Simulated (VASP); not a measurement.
Here is a VASP 6.6.1 calculation.

The input INCAR:

```
  PREC = Accurate
  ENCUT = 520
  EDIFF = 1E-6
  ISMEAR = -1
  SIGMA = 0.05
  LREAL = F
  LASPH = T
  NELM = 60
  ALGO = Fast
  ISIF = 2
  LWAVE = F
  LCHARG = F
  GGA = B5
  ALDAX = 1.0
  AGGAX = 1.0
  AGGAC = 1.0
  ALDAC = 0.0
  NBANDS = 26
```

File KPOINTS:

```
regular mesh
0
Gamma
  7 7 7
```

POSCAR

```
Al2Cu
1.0
   -3.0335000000      3.0335000000      2.4385000000
    3.0335000000     -3.0335000000      2.4385000000
    3.0335000000      3.0335000000     -2.4385000000
Cu Al
2 4
Direct
    0.2500000000      0.2500000000      0.0000000000
    0.7500000000      0.7500000000      0.0000000000
    0.3419000000      0.1581000000      0.5000000000
    0.8419000000      0.3419000000      0.1838000000
    0.6581000000      0.8419000000      0.5000000000
    0.1581000000      0.6581000000      0.8162000000
```

Potentials or basis: VASP PAW PBE potentials, release 64 (Cu, Al).

The run is started by

```bash
$ cat potpaw_PBE.64/Cu/POTCAR potpaw_PBE.64/Al/POTCAR > POTCAR
$ mpirun -np 1 vasp_std > vasp.out
```

Q: Predict the largest force.

A: 0.086 eV/Å.

Q: Estimate the band gap on the k mesh.

A: Zero (bands 17 and 18 overlap by 3.74 eV).

Stress tensor (GPa, compression positive):
```
3.99 0.00 0.00
0.00 3.99 0.00
0.00 0.00 5.56
```

Caveat: the cell stands under pressure; the PAW data sets were made with another functional, which shifts forces and pressure a little.
